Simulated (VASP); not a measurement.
# BP (pbe) (F-43m) in VASP: a series of runs

The runs below take BP (pbe) through single point, relaxation of cell and atoms, with PBE.

Everything below comes from runs of VASP 6.6.1. Logs are shortened: lines on timing, memory, paths and dates and some standing lists are left out, and cuts for length are marked.

**1. The cell of the first run**

The structure is cubic, space group F-43m (No. 216). Conventional cell: a = 4.548 Å, b = 4.548 Å, c = 4.548 Å, α = 90.00°, β = 90.00°, γ = 90.00°. Within 2.6 Å of B (site symmetry -43m) lie 4 P at 1.97 Å. P (site symmetry -43m) has 4 B at 1.97 Å within 2.6 Å.

**2. Single point, PBE**

Contents of INCAR:

```
SYSTEM = BP
ALGO = Normal
EDIFF = 1E-6
ENCUT = 500
GGA = PE
GGA_COMPAT = .False.
ISIF = 2
ISMEAR = 0
LASPH = .True.
LCHARG = .False.
LREAL = .False.
LWAVE = .False.
NBANDS = 11
NELM = 120
PREC = Accurate
SIGMA = 0.02
```

Contents of KPOINTS:

```
k-points
0
Gamma
  8 8 8
  0 0 0
```

Contents of POSCAR:

```
BP
1.0
    0.0000000000      2.2741726271      2.2741726271
    2.2741726271      0.0000000000      2.2741726271
    2.2741726271      2.2741726271      0.0000000000
B P
1 1
Direct
    0.0000000000      0.0000000000      0.0000000000
    0.2500000000      0.2500000000      0.2500000000
```

Potentials or basis: VASP PAW PBE potentials, release 64 (B, P).

Command:

```sh
cat potpaw_PBE.64/B/POTCAR potpaw_PBE.64/P/POTCAR > POTCAR
mpirun -np 1 vasp_std > vasp.out
```

OUTCAR:

```text
SYSTEM = BP
   EDIFF = 1E-6
   ENCUT = 500
   GGA = PE
   ISIF = 2
   ISMEAR = 0
   LASPH = .True.
   LREAL = .False.
   NELM = 120
   PREC = Accurate

 ion  position               nearest neighbor table
   1  0.000  0.000  0.000-   2 1.97   2 1.97   2 1.97   2 1.97
   2  0.250  0.250  0.250-   1 1.97   1 1.97   1 1.97   1 1.97

  LATTYP: Found a face centered cubic cell.
 ALAT       =     4.5483452542

  Lattice vectors:

 A1 = (   0.0000000000,   2.2741726271,   2.2741726271)
 A2 = (   2.2741726271,   0.0000000000,   2.2741726271)
 A3 = (   2.2741726271,   2.2741726271,   0.0000000000)

Analysis of symmetry for initial positions (statically):
=====================================================================
 Subroutine PRICEL returns:
 Original cell was already a primitive cell.

 Routine SETGRP: Setting up the symmetry group for a
 face centered cubic supercell.

 Subroutine GETGRP returns: Found 24 space group operations
 (whereof 24 operations were pure point group operations)
 out of a pool of 48 trial point group operations.

The static configuration has the point symmetry T_d .

Analysis of symmetry for dynamics (positions and initial velocities):
=====================================================================
 Subroutine PRICEL returns:
 Original cell was already a primitive cell.

 Routine SETGRP: Setting up the symmetry group for a
 face centered cubic supercell.

 Subroutine GETGRP returns: Found 24 space group operations
 (whereof 24 operations were pure point group operations)
 out of a pool of 48 trial point group operations.

The dynamic configuration has the point symmetry T_d .

 Subroutine INISYM returns: Found 24 space group operations
 (whereof 24 operations are pure point group operations),
 and found     1 'primitive' translations

----------------------------------------------------------------------------------------

                                     Primitive cell

  volume of cell :      23.5234

  direct lattice vectors                    reciprocal lattice vectors
     0.000000000  2.274172627  2.274172627    -0.219860179  0.219860179  0.219860179
     2.274172627  0.000000000  2.274172627     0.219860179 -0.219860179  0.219860179
     2.274172627  2.274172627  0.000000000     0.219860179  0.219860179 -0.219860179

  length of vectors
     3.216165772  3.216165772  3.216165772     0.380809000  0.380809000  0.380809000

  position of ions in fractional coordinates (direct lattice)
     0.000000000  0.000000000  0.000000000
     0.250000000  0.250000000  0.250000000

  ion indices of the primitive-cell ions
   primitive index   ion index
                 1           1
                 2           2

----------------------------------------------------------------------------------------

 KPOINTS: k-points

Automatic generation of k-mesh.
 Grid dimensions read from file:
 generate k-points for:    8    8    8

 Generating k-lattice:

  Cartesian coordinates                     Fractional coordinates (reciprocal lattice)
    -0.027482522  0.027482522  0.027482522     0.125000000  0.000000000  0.000000000
     0.027482522 -0.027482522  0.027482522     0.000000000  0.125000000  0.000000000
     0.027482522  0.027482522 -0.027482522     0.000000000  0.000000000  0.125000000

  Length of vectors
     0.047601125  0.047601125  0.047601125

  Shift w.r.t. Gamma in fractional coordinates (k-lattice)
     0.000000000  0.000000000  0.000000000

 Subroutine IBZKPT returns following result:
 ===========================================

 Found     29 irreducible k-points:

 Following reciprocal coordinates:
            Coordinates               Weight
  0.000000  0.000000  0.000000      1.000000
  0.125000  0.000000  0.000000      8.000000
  0.250000  0.000000  0.000000      8.000000
  0.375000  0.000000  0.000000      8.000000
  0.500000  0.000000  0.000000      4.000000
  0.125000  0.125000  0.000000      6.000000
[... 16 lines left out ...]
  0.500000  0.250000  0.125000     48.000000
 -0.375000  0.250000  0.125000     24.000000
 [... further k-points ...]
   k-points           NKPTS =     29   k-points in BZ     NKDIM =     29   number of bands    NBANDS=     11
   number of dos      NEDOS =    301   number of ions     NIONS =      2
   total plane-waves  NPLWV =  13824
   dimension x,y,z NGX =    24 NGY =   24 NGZ =   24
   dimension x,y,z NGXF=    48 NGYF=   48 NGZF=   48
   ions per type =               1   1
   NGX,Y,Z   is equivalent  to a cutoff of  12.41, 12.41, 12.41 a.u.
   NGXF,Y,Z  is equivalent  to a cutoff of  24.81, 24.81, 24.81 a.u.
 SYSTEM =  BP
   PREC   = accura    normal or accurate (medium, high low for compatibility)
   ISTART =      0    job   : 0-new  1-cont  2-samecut
   ICHARG =      2    charge: 1-file 2-atom 10-const
   ISPIN  =      1    spin polarized calculation?
   LNONCOLLINEAR =      F non collinear calculations
   LSORBIT =      F    spin-orbit coupling
   LASPH  =      T    aspherical Exc in radial PAW
   ENCUT  =  500.0 eV  36.75 Ry    6.06 a.u.   5.86  5.86  5.86*2*pi/ulx,y,z
   NELM   =    120;   NELMIN=  2; NELMDL= -5     # of ELM steps
   EDIFF  = 0.1E-05   stopping-criterion for ELM
   LREAL  =      F    real-space projection
   EDIFFG = 0.1E-04   stopping-criterion for IOM
   NSW    =      0    number of steps for IOM
   IBRION =     -1    ionic relax: 0-MD 1-quasi-New 2-CG
   NFREE  =      0    steps in history (QN), initial steepest desc. (CG)
   ISIF   =      2    stress and relaxation
   ISYM   =      2    0-nonsym 1-usesym 2-fastsym
   POTIM  = 0.5000    time-step for ionic-motion
   TEBEG  =    0.0;   TEEND  =   0.0 temperature during run
   PSTRESS=    0.0 pullay stress
   NELECT =       8.0000    total number of electrons
   NUPDOWN=      -1.0000    fix difference up-down
   EMIN   =  10.00;   EMAX   =-10.00  energy-range for DOS
   EFERMI =   0.00;   METHOD = LEGACY
   ISMEAR =     0;   SIGMA  =   0.02  broadening in eV -4-tet -1-fermi 0-gaus
   EFERMI_NEDOS =   21; number of points for ismear=-14 and -15
   IALGO  =     38    algorithm
   IMIX   =      4    mixing-type and parameters
     AMIX     =   0.40;   BMIX     =  1.00
     AMIX_MAG =   1.60;   BMIX_MAG =  1.00
  volume/ion in A,a.u.               =      11.76        79.37
  Fermi-wavevector in a.u.,A,eV,Ry     =   1.142715  2.159419 17.766466  1.305798
  Thomas-Fermi vector in A             =   2.279413
   LORBIT       =      0    0 simple, 1 ext, 2 COOP (PROOUT), +10 PAW based schemes
   GGA     = PE    functional components
   LHFCALC =     F    Hartree Fock is set to
   AEXX    =    0.0000 exact exchange contribution
   IVDW    =     0    specifies the selected vdW correction
   LEPSILON=     F    determine dielectric tensor
   LRPA    =     F    only Hartree local field effects (RPA)
 non-spin polarized calculation
 Gauss-broadening in eV      SIGMA  =   0.02
  energy-cutoff  :      500.00
  volume of cell :       23.52
 maximum number of plane-waves:       610
   NGX = 11   NGY = 11   NGZ = 11

 number of electron       8.0000000 magnetization

 Free energy of the ion-electron system (eV)
  ---------------------------------------------------
  ext. energy  EPLUGINS =         0.00000000
  ---------------------------------------------------
  free energy    TOTEN  =       -12.92869820 eV

  energy without entropy =      -12.92869820  energy(sigma->0) =      -12.92869820

 E-fermi :   7.4910     XC(G=0): -10.8774

 val. band max:        7.3530447089   @ k =   0.0000   0.0000   0.0000
 cond. band min:       8.6305600110   @ k =   0.3750   0.3750   0.0000
 fundamental gap:      1.2775153021
 Fermi energy:         7.4910267584

 k-point     1 :       0.0000    0.0000    0.0000
  band No.  band energies     occupation
      1      -8.0468      2.00000
      2       7.3530      2.00000
      3       7.3530      2.00000
      4       7.3530      2.00000
      5      10.7434      0.00000
      6      10.7434      0.00000
      7      10.7434      0.00000
      8      14.6236      0.00000
      9      18.8199      0.00000
     10      19.4618      0.00000
     11      19.4618      0.00000

 k-point     2 :       0.1250    0.0000    0.0000
  band No.  band energies     occupation
      1      -7.7673      2.00000
      2       5.5054      2.00000
      3       6.9274      2.00000
      4       6.9274      2.00000
      5      11.2680      0.00000
      6      11.3321      0.00000
      7      11.3321      0.00000
      8      15.4221      0.00000
      9      18.5604      0.00000
     10      18.5604      0.00000
     11      19.6491      0.00000

 k-point     3 :       0.2500    0.0000    0.0000
  band No.  band energies     occupation
      1      -6.9478      2.00000
      2       2.5275      2.00000
      3       6.2417      2.00000
      4       6.2417      2.00000
      5      11.3218      0.00000
      6      12.1018      0.00000
      7      12.1018      0.00000
      8      16.8992      0.00000
      9      18.3014      0.00000
     10      18.3014      0.00000
     11      20.3424      0.00000

 k-point     4 :       0.3750    0.0000    0.0000
  band No.  band energies     occupation
      1      -5.6953      2.00000
      2      -0.1821      2.00000
      3       5.7665      2.00000
      4       5.7665      2.00000
      5      11.1641      0.00000
      6      12.1650      0.00000
      7      12.1650      0.00000
      8      17.4852      0.00000
      9      19.9460      0.00000
     10      19.9460      0.00000
     11      21.1093      0.00000
[... 239 lines left out ...]
 k-point    22 :       0.3750    0.2500    0.1250
  band No.  band energies     occupation
      1      -6.2289      2.00000
      2       2.4325      2.00000
      3       3.5824      2.00000
      4       5.3853      2.00000
      5      10.8073      0.00000
      6      13.3390      0.00000
      7      13.5405      0.00000
      8      14.8412      0.00000
      9      18.9019      0.00000
     10      21.1984      0.00000
     11      22.8846      0.00000

 k-point    23 :       0.5000    0.2500    0.1250
  band No.  band energies     occupation
      1      -5.0075      2.00000
      2       0.2825      2.00000
      3       2.9290      2.00000
      4       4.6225      2.00000
      5      11.4545      0.00000
      6      12.8046      0.00000
      7      14.6464      0.00000
      8      15.6573      0.00000
      9      19.7236      0.00000
     10      20.7139      0.00000
     11      24.3573      0.00000

 k-point    24 :      -0.3750    0.2500    0.1250
  band No.  band energies     occupation
      1      -4.0950      2.00000
      2      -1.0527      2.00000
      3       2.8476      2.00000
      4       4.2574      2.00000
      5      11.5442      0.00000
      6      12.5282      0.00000
      7      15.6182      0.00000
      8      17.0997      0.00000
      9      17.7776      0.00000
     10      21.7269      0.00000
     11      24.1514      0.00000

 [... further k-points ...]
[... 5 lines left out ...]
  --------------------------------------------------------------------------------------
  -------------------------------------------------------------------------------------
  Total       -0.0284618     -0.0284618     -0.0284618     -0.0000000     -0.0000000      0.0000000
  in kB       -1.9385289     -1.9385289     -1.9385289     -0.0000000     -0.0000000      0.0000000
  external PRESSURE =      -1.9385289 kB  Pullay stress =       0.0000000 kB

 VOLUME and BASIS-vectors are now :
 -----------------------------------------------------------------------------
  energy-cutoff  :      500.00
  volume of cell :       23.52
      direct lattice vectors                 reciprocal lattice vectors
     0.000000000  2.274172627  2.274172627    -0.219860179  0.219860179  0.219860179
     2.274172627  0.000000000  2.274172627     0.219860179 -0.219860179  0.219860179
     2.274172627  2.274172627  0.000000000     0.219860179  0.219860179 -0.219860179

 POSITION                                       TOTAL-FORCE (eV/Angst)
 -----------------------------------------------------------------------------------
      0.00000      0.00000      0.00000        -0.000000     -0.000000     -0.000000
      1.13709      1.13709      1.13709         0.000000      0.000000      0.000000
 -----------------------------------------------------------------------------------
    total drift:                                0.000000      0.000000      0.000000

  FREE ENERGIE OF THE ION-ELECTRON SYSTEM (eV)
  ---------------------------------------------------
  free  energy   TOTEN  =       -12.9286982022 eV

  energy  without entropy=      -12.9286982022  energy(sigma->0) =      -12.92869820
```

Wall time 7.7 s (1 thread of Intel Xeon 8259CL, shared host); peak memory 0.13 GiB.

What came out:

| Item | Value |
| --- | --- |
| Free energy | -12.9287 eV |
| Pressure | -0.2 GPa |
| Band gap on the k mesh | 1.28 eV, indirect (least direct gap 3.39 eV) |

Levels at points of the mesh, in eV from the valence-band top:
| k point | band 2 | band 3 | band 4 | band 5 | band 6 | band 7 |
| --- | --- | --- | --- | --- | --- | --- |
| (0.00, 0.00, 0.00) | 0.00 | 0.00 | 0.00 | 3.39 | 3.39 | 3.39 |
| (0.50, 0.00, 0.00) | -8.98 | -1.75 | -1.75 | 3.74 | 4.71 | 4.71 |
| (0.50, 0.50, 0.00) | -8.55 | -4.09 | -4.09 | 1.35 | 1.67 | 12.06 |

A k mesh can miss the band edges. PBE gaps usually lie below the measured ones, often by a third to a half.

**3. Single point, PBE**

Contents of INCAR:

```
SYSTEM = BP
  PREC = Accurate
  ENCUT = 500
  EDIFF = 1E-6
  ISMEAR = 0
  SIGMA = 0.01
  LREAL = .False.
  LASPH = .True.
  NELM = 120
  ALGO = Normal
  ISIF = 2
  LWAVE = .False.
  LCHARG = .False.
  GGA = PE
  NBANDS = 11
  GGA_COMPAT = .False.
```

Contents of KPOINTS:

```
Automatic mesh
0
Gamma
  8 8 8
  0 0 0
```

POSCAR is that of step 2.

Potentials or basis: VASP PAW PBE potentials, release 64 (B, P).

Command:

```sh
cat potpaw_PBE.64/B/POTCAR potpaw_PBE.64/P/POTCAR > POTCAR
mpirun -np 1 vasp_std > vasp.out
```

It took 10 s on 1 thread of Intel Xeon 8259CL, shared host; peak memory 0.13 GiB.

The run converged. Its results:

```yaml
Free_energy: -12.9287 eV
Pressure: -0.2 GPa
Band_gap_on_the_k_mesh: 1.28 eV, indirect (least direct gap 3.39 eV)
```

Levels at points of the mesh, in eV from the valence-band top:
| k point | band 1 | band 2 | band 3 | band 4 | band 5 | band 6 | band 7 | band 8 |
| --- | --- | --- | --- | --- | --- | --- | --- | --- |
| (0.00, 0.00, 0.00) | -15.40 | 0.00 | 0.00 | 0.00 | 3.39 | 3.39 | 3.39 | 7.27 |
| (0.50, 0.00, 0.00) | -12.10 | -8.98 | -1.75 | -1.75 | 3.74 | 4.71 | 4.71 | 10.10 |
| (0.50, 0.50, 0.00) | -10.58 | -8.55 | -4.09 | -4.09 | 1.35 | 1.67 | 12.06 | 12.06 |

**4. Relaxation of cell and atoms, PBE**

This run uses another cell than the first one, of 11.68 Å³/atom, 0.993 times its volume.

Contents of INCAR:

```
  PREC = Accurate
  ENCUT = 500
  EDIFF = 1E-7
  ISMEAR = 0
  SIGMA = 0.02
  LREAL = False
  LASPH = True
  NELM = 120
  ALGO = Normal
  ISIF = 3
  LWAVE = False
  LCHARG = False
  GGA = PE
  IBRION = 2
  NSW = 100
  EDIFFG = -0.002
  GGA_COMPAT = False
  NELMIN = 4
```

Contents of KPOINTS:

```
Automatic mesh
0
Gamma
  8 8 8
```

Contents of POSCAR:

```
BP
1.0
    0.0000000000      2.2690000000      2.2690000000
    2.2690000000      0.0000000000      2.2690000000
    2.2690000000      2.2690000000      0.0000000000
B P
1 1
Direct
    0.0000000000      0.0000000000      0.0000000000
    0.2500000000      0.2500000000      0.2500000000
```

Command:

```sh
cat potpaw_PBE.64/B/POTCAR potpaw_PBE.64/P/POTCAR > POTCAR
mpirun -np 1 vasp_std > vasp.out
```

It took 13 s on 1 thread of Intel Xeon 8259CL, shared host; peak memory 0.13 GiB.

The run converged. Its results:

* Free energy: -12.9287 eV
* Relaxed volume: 11.75 Å³/atom
* Relaxed cell: a = 3.215 Å, b = 3.215 Å, c = 3.215 Å, α = 60.00°, β = 60.00°, γ = 60.00°
* Space group after relaxing (to 0.05 Å): F-43m (No. 216)
* Energy gained by relaxing: 0.2 meV/atom
* Ionic steps: 3
* Pressure after relaxing: 0.0 GPa
* Band gap on the k mesh: 1.28 eV, indirect (least direct gap 3.39 eV)

The path:
| step | energy change (eV) | largest force (eV/Å) | pressure (GPa) | volume (Å³) |
| --- | --- | --- | --- | --- |
| 1 | 0.0000 | 0.0000 | 0.92 | 23.36 |
| 2 | -0.0002 | 0.0000 | -0.65 | 23.59 |
| 3 | -0.0004 | 0.0000 | 0.01 | 23.49 |

Final structure:
```cif
data_structure
_symmetry_space_group_name_H-M 'P 1'
_symmetry_Int_Tables_number 1
_cell_length_a 3.2148
_cell_length_b 3.2148
_cell_length_c 3.2148
_cell_angle_alpha 60.000
_cell_angle_beta 60.000
_cell_angle_gamma 60.000
_cell_volume 23.49
loop_
_atom_site_label
_atom_site_type_symbol
_atom_site_fract_x
_atom_site_fract_y
_atom_site_fract_z
_atom_site_occupancy
B1 B 0.00000 0.00000 0.00000 1
P1 P 0.25000 0.25000 0.25000 1
```

Levels at points of the mesh, in eV from the valence-band top:
```csv
k point,band 1,band 2,band 3,band 4,band 5,band 6,band 7,band 8
"(0.00, 0.00, 0.00)",-15.41,0.00,0.00,0.00,3.39,3.39,3.39,7.29
"(0.50, 0.00, 0.00)",-12.11,-8.99,-1.75,-1.75,3.75,4.71,4.71,10.11
"(0.50, 0.50, 0.00)",-10.59,-8.55,-4.09,-4.09,1.34,1.66,12.07,12.07
```

**5. Summary**

```csv
task,cell,smearing,gap on the mesh (eV),pressure (GPa)
single point,"a = 3.216 Å, angles 60.0°, 2 atoms",gaussian 0.02 eV,1.28,-0.2
single point,"a = 3.216 Å, angles 60.0°, 2 atoms",gaussian 0.01 eV,1.28,-0.2
relaxation of cell and atoms,"relaxed from a = 3.209 Å, angles 60.0°, 2 atoms",gaussian 0.02 eV,1.28,0.0
```

Alike in all rows: level PBE; potentials or basis VASP PAW PBE potentials, release 64 (B, P); no spin polarisation; k mesh 8 × 8 × 8; cutoff (eV) 500.

Total energies depend on the potentials used, so only differences within one code and one set of settings carry meaning.
